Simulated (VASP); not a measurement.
# KTaO3 (P4/mmm) in VASP: a series of runs

Runs on KTaO3. Level: LDA. Tasks: electric field gradients.

All numbers are computed with VASP 6.6.1; they aren't measurements. Logs are shortened: lines on timing, memory, paths and dates and some standing lists are left out, and cuts for length are marked.

### Step 1. The cell of the first run

It takes space group P4/mmm (No. 123, tetragonal). Conventional cell: a = 3.988 Å, b = 3.988 Å, c = 3.948 Å, α = 90.00°, β = 90.00°, γ = 90.00°. K (site symmetry 4/mmm) has 12 O at 2.81 to 2.82 Å and 8 Ta at 3.44 Å within 3.7 Å. Within 2.6 Å of Ta (site symmetry 4/mmm) lie 6 O at 1.97 to 1.99 Å. O (site symmetry mmm) has 2 Ta at 1.99 Å within 2.6 Å. Within 2.6 Å of O (site symmetry 4/mmm) lie 2 Ta at 1.97 Å.

### Step 2. Electric field gradients, LDA (zz strain of -1 %)

The input, INCAR:

```
SYSTEM = KTaO3
PREC = Accurate
ENCUT = 520
EDIFF = 1E-8
ISMEAR = -1
SIGMA = 0.01
LREAL = .FALSE.
LASPH = .TRUE.
NELM = 100
ALGO = Normal
ISIF = 2
LWAVE = .FALSE.
LCHARG = .FALSE.
LEFG = .TRUE.
NBANDS = 27
```

The input, KPOINTS:

```
Automatic mesh
0
G
  5 5 5
  0 0 0
```

The input, POSCAR:

```
KTaO3
1.0
    3.9883000000      0.0000000000      0.0000000000
    0.0000000000      3.9883000000      0.0000000000
    0.0000000000      0.0000000000      3.9484170000
K Ta O
1 1 3
Direct
    0.5000000000      0.5000000000      0.5000000000
    0.0000000000      0.0000000000      0.0000000000
    0.5000000000      0.0000000000      0.0000000000
    0.0000000000      0.5000000000      0.0000000000
    0.0000000000      0.0000000000      0.5000000000
```

Potentials or basis: VASP PAW LDA potentials, release 64 (K_sv, Ta_pv, O).

On the command line:

```bash
> cat potpaw_LDA.64/K_sv/POTCAR potpaw_LDA.64/Ta_pv/POTCAR potpaw_LDA.64/O/POTCAR > POTCAR
> mpirun -np 1 vasp_std > vasp.out
```

OUTCAR:

```text
SYSTEM = KTaO3
   PREC = Accurate
   ENCUT = 520
   EDIFF = 1E-8
   ISMEAR = -1
   LREAL = .FALSE.
   LASPH = .TRUE.
   NELM = 100
   ISIF = 2

 ion  position               nearest neighbor table
   1  0.500  0.500  0.500-   3 2.81   4 2.81   3 2.81   4 2.81   3 2.81   3 2.81   4 2.81   4 2.81
                             5 2.82   5 2.82   5 2.82   5 2.82   2 3.44   2 3.44   2 3.44   2 3.44
   2  0.000  0.000  0.000-   5 1.97   5 1.97   3 1.99   4 1.99   4 1.99   3 1.99   1 3.44   1 3.44
                             1 3.44   1 3.44   1 3.44   1 3.44   1 3.44   1 3.44
   3  0.500  0.000  0.000-   2 1.99   2 1.99   1 2.81   1 2.81   1 2.81   1 2.81
   4  0.000  0.500  0.000-   2 1.99   2 1.99   1 2.81   1 2.81   1 2.81   1 2.81
   5  0.000  0.000  0.500-   2 1.97   2 1.97   1 2.82   1 2.82   1 2.82   1 2.82

  LATTYP: Found a simple tetragonal cell.
 ALAT       =     3.9883000000
 C/A-ratio  =     0.9900000000

  Lattice vectors:

 A1 = (   3.9883000000,   0.0000000000,   0.0000000000)
 A2 = (   0.0000000000,   3.9883000000,   0.0000000000)
 A3 = (   0.0000000000,   0.0000000000,   3.9484170000)

Analysis of symmetry for initial positions (statically):
=====================================================================
 Subroutine PRICEL returns:
 Original cell was already a primitive cell.

 Routine SETGRP: Setting up the symmetry group for a
 simple tetragonal supercell.

 Subroutine GETGRP returns: Found 16 space group operations
 (whereof 16 operations were pure point group operations)
 out of a pool of 16 trial point group operations.

The static configuration has the point symmetry D_4h.

Analysis of symmetry for dynamics (positions and initial velocities):
=====================================================================
 Subroutine PRICEL returns:
 Original cell was already a primitive cell.

 Routine SETGRP: Setting up the symmetry group for a
 simple tetragonal supercell.

 Subroutine GETGRP returns: Found 16 space group operations
 (whereof 16 operations were pure point group operations)
 out of a pool of 16 trial point group operations.

The dynamic configuration has the point symmetry D_4h.

 Subroutine INISYM returns: Found 16 space group operations
 (whereof 16 operations are pure point group operations),
 and found     1 'primitive' translations

----------------------------------------------------------------------------------------

                                     Primitive cell

  volume of cell :      62.8056

  direct lattice vectors                    reciprocal lattice vectors
     3.988300000  0.000000000  0.000000000     0.250733395  0.000000000  0.000000000
     0.000000000  3.988300000  0.000000000     0.000000000  0.250733395  0.000000000
     0.000000000  0.000000000  3.948417000     0.000000000  0.000000000  0.253266056

  length of vectors
     3.988300000  3.988300000  3.948417000     0.250733395  0.250733395  0.253266056

  position of ions in fractional coordinates (direct lattice)
     0.500000000  0.500000000  0.500000000
     0.000000000  0.000000000  0.000000000
     0.500000000  0.000000000  0.000000000
     0.000000000  0.500000000  0.000000000
     0.000000000  0.000000000  0.500000000

  ion indices of the primitive-cell ions
   primitive index   ion index
                 1           1
                 2           2
                 3           3
                 4           4
                 5           5

----------------------------------------------------------------------------------------

 KPOINTS: Automatic mesh

Automatic generation of k-mesh.
 Grid dimensions read from file:
 generate k-points for:    5    5    5

 Generating k-lattice:

  Cartesian coordinates                     Fractional coordinates (reciprocal lattice)
     0.050146679  0.000000000  0.000000000     0.200000000  0.000000000  0.000000000
[... 44 lines left out ...]
   ISTART =      0    job   : 0-new  1-cont  2-samecut
   ICHARG =      2    charge: 1-file 2-atom 10-const
   ISPIN  =      1    spin polarized calculation?
   LNONCOLLINEAR =      F non collinear calculations
   LSORBIT =      F    spin-orbit coupling
   LASPH  =      T    aspherical Exc in radial PAW
   ENCUT  =  520.0 eV  38.22 Ry    6.18 a.u.   7.42  7.42  7.34*2*pi/ulx,y,z
   NELM   =    100;   NELMIN=  2; NELMDL= -5     # of ELM steps
   EDIFF  = 0.1E-07   stopping-criterion for ELM
   LREAL  =      F    real-space projection
   EDIFFG = 0.1E-06   stopping-criterion for IOM
   NSW    =      0    number of steps for IOM
   IBRION =     -1    ionic relax: 0-MD 1-quasi-New 2-CG
   NFREE  =      0    steps in history (QN), initial steepest desc. (CG)
   ISIF   =      2    stress and relaxation
   ISYM   =      2    0-nonsym 1-usesym 2-fastsym
   POTIM  = 0.5000    time-step for ionic-motion
   TEBEG  =    0.0;   TEEND  =   0.0 temperature during run
   PSTRESS=    0.0 pullay stress
   NELECT =      38.0000    total number of electrons
   NUPDOWN=      -1.0000    fix difference up-down
   EMIN   =  10.00;   EMAX   =-10.00  energy-range for DOS
   EFERMI =   0.00;   METHOD = LEGACY
   ISMEAR =    -1;   SIGMA  =   0.01  broadening in eV -4-tet -1-fermi 0-gaus
   EFERMI_NEDOS =   21; number of points for ismear=-14 and -15
   IALGO  =     38    algorithm
   IMIX   =      4    mixing-type and parameters
     AMIX     =   0.40;   BMIX     =  1.00
     AMIX_MAG =   1.60;   BMIX_MAG =  1.00
  volume/ion in A,a.u.               =      12.56        84.77
  Fermi-wavevector in a.u.,A,eV,Ry     =   1.384639  2.616588 26.085422  1.917224
  Thomas-Fermi vector in A             =   2.509124
   LORBIT       =      0    0 simple, 1 ext, 2 COOP (PROOUT), +10 PAW based schemes
   GGA     = CA    functional components
   LHFCALC =     F    Hartree Fock is set to
   AEXX    =    0.0000 exact exchange contribution
   IVDW    =     0    specifies the selected vdW correction
   LEPSILON=     F    determine dielectric tensor
   LRPA    =     F    only Hartree local field effects (RPA)
 non-spin polarized calculation
  energy-cutoff  :      520.00
  volume of cell :       62.81
 maximum number of plane-waves:      1727
 NGX is ok and might be reduce to    30
   NGX = 15   NGY = 15   NGZ = 15

 number of electron      37.9999978 magnetization

 Free energy of the ion-electron system (eV)
  ---------------------------------------------------
  ext. energy  EPLUGINS =         0.00000000
  ---------------------------------------------------
  free energy    TOTEN  =       -45.04397734 eV

  energy without entropy =      -45.04397734  energy(sigma->0) =      -45.04397734

 E-fermi :   1.6936     XC(G=0): -11.4810

 val. band max:        1.4799437055   @ k =   0.4000   0.4000   0.4000
 cond. band min:       3.6213781003   @ k =   0.0000   0.0000   0.0000
 fundamental gap:      2.1414343948
 Fermi energy:         1.6936122874

 k-point     1 :       0.0000    0.0000    0.0000
  band No.  band energies     occupation
      1     -32.2933      2.00000
      2     -32.2738      2.00000
      3     -32.2738      2.00000
      4     -25.2720      2.00000
      5     -15.7079      2.00000
      6     -14.9995      2.00000
[... 529 lines left out ...]
     26      12.6158      0.00000
     27      13.2619      0.00000

------------------------ aborting loop because EDIFF is reached ----------------------------------------

  FORCE on cell =-STRESS in cart. coord.  units (eV):
  Direction    XX          YY          ZZ          XY          YZ          ZX
  --------------------------------------------------------------------------------------
  -------------------------------------------------------------------------------------
  Total       -1.4411631     -1.4411631      0.1138090      0.0000000      0.0000000      0.0000000
  in kB      -36.7641948    -36.7641948      2.9032769      0.0000000      0.0000000      0.0000000
  external PRESSURE =     -23.5417042 kB  Pullay stress =       0.0000000 kB

 VOLUME and BASIS-vectors are now :
 -----------------------------------------------------------------------------
  energy-cutoff  :      520.00
  volume of cell :       62.81
      direct lattice vectors                 reciprocal lattice vectors
     3.988300000  0.000000000  0.000000000     0.250733395  0.000000000  0.000000000
     0.000000000  3.988300000  0.000000000     0.000000000  0.250733395  0.000000000
     0.000000000  0.000000000  3.948417000     0.000000000  0.000000000  0.253266056

 POSITION                                       TOTAL-FORCE (eV/Angst)
 -----------------------------------------------------------------------------------
      1.99415      1.99415      1.97421         0.000000      0.000000      0.000000
      0.00000      0.00000      0.00000         0.000000      0.000000      0.000000
      1.99415      0.00000      0.00000         0.000000      0.000000      0.000000
      0.00000      1.99415      0.00000         0.000000      0.000000      0.000000
      0.00000      0.00000      1.97421         0.000000      0.000000      0.000000
 -----------------------------------------------------------------------------------
    total drift:                                0.000000     -0.000000      0.000000

  FREE ENERGIE OF THE ION-ELECTRON SYSTEM (eV)
  ---------------------------------------------------
  free  energy   TOTEN  =       -45.0439773387 eV

  energy  without entropy=      -45.0439773387  energy(sigma->0) =      -45.04397734

 Electric field gradients (V/A^2)
---------------------------------------------------------------------
 ion       V_xx      V_yy      V_zz      V_xy      V_xz      V_yz
---------------------------------------------------------------------
   1       0.512     0.512    -1.024     0.000     0.000    -0.000
   2      28.843    28.843   -57.685    -0.000     0.000    -0.000
   3      15.263    -6.302    -8.961     0.000    -0.000     0.000
   4      -6.302    15.263    -8.961    -0.000     0.000     0.000
   5      -4.504    -4.504     9.009    -0.000     0.000     0.000
---------------------------------------------------------------------

 Electric field gradients after diagonalization (V/A^2)
 (convention: |V_zz| > |V_xx| > |V_yy|)
----------------------------------------------------------------------
 ion       V_xx      V_yy      V_zz     asymmetry (V_yy - V_xx)/ V_zz
----------------------------------------------------------------------
   1       0.512     0.512    -1.024       0.000
   2      28.843    28.843   -57.685       0.000
   3      -8.961    -6.302    15.263       0.174
   4      -8.961    -6.302    15.263       0.174
   5      -4.504    -4.504     9.009       0.000
----------------------------------------------------------------------

           NMR quadrupolar parameters

 Cq : quadrupolar parameter    Cq=e*Q*V_zz/h
 eta: asymmetry parameters     (V_yy - V_xx)/ V_zz
 Q  : nuclear electric quadrupole moment in mb (millibarn)
----------------------------------------------------------------------
 ion       Cq(MHz)       eta       Q (mb)
----------------------------------------------------------------------
   1      -0.002       0.000       1.000
   2      -0.139       0.000       1.000
   3       0.037       0.174       1.000
   4       0.037       0.174       1.000
   5       0.022       0.000       1.000
----------------------------------------------------------------------
```

Wall time 43 s (1 thread of Intel Xeon 8259CL, shared host); peak memory 0.17 GiB.

Results:

```
Free energy                             : -45.0440 eV
Pressure                                : -2.4 GPa
Band gap on the k mesh                  : 2.14 eV (least direct gap 2.64 eV)
Largest electric field gradient by atom : K -1.0; Ta -57.7; O +15.3, +9.0 (each value once) V/Å²
```

Stress tensor (GPa, compression positive):
```
-3.68  0.00  0.00
 0.00 -3.68  0.00
 0.00  0.00  0.29
```

Electric field gradients, principal values (V/Å²):
| atom | least | middle | greatest (by size) |
| --- | --- | --- | --- |
| 1 K | 0.512 | 0.512 | -1.024 |
| 2 Ta | 28.843 | 28.843 | -57.685 |
| 3 O | -6.302 | -8.961 | 15.263 |
| 4 O | -6.302 | -8.961 | 15.263 |
| 5 O | -4.504 | -4.504 | 9.009 |

Caveat: the cell differs from its parent crystal (zz strain of -1 %); without QUAD_EFG the Cq values of the log hold for a quadrupole moment of 1 mb, not for the nuclei; spin-orbit coupling is left out, which moves the levels of the heavy elements; an odd mesh through Γ misses points on the zone boundary, where band edges can lie.

(Continued in part 2 of 2.)
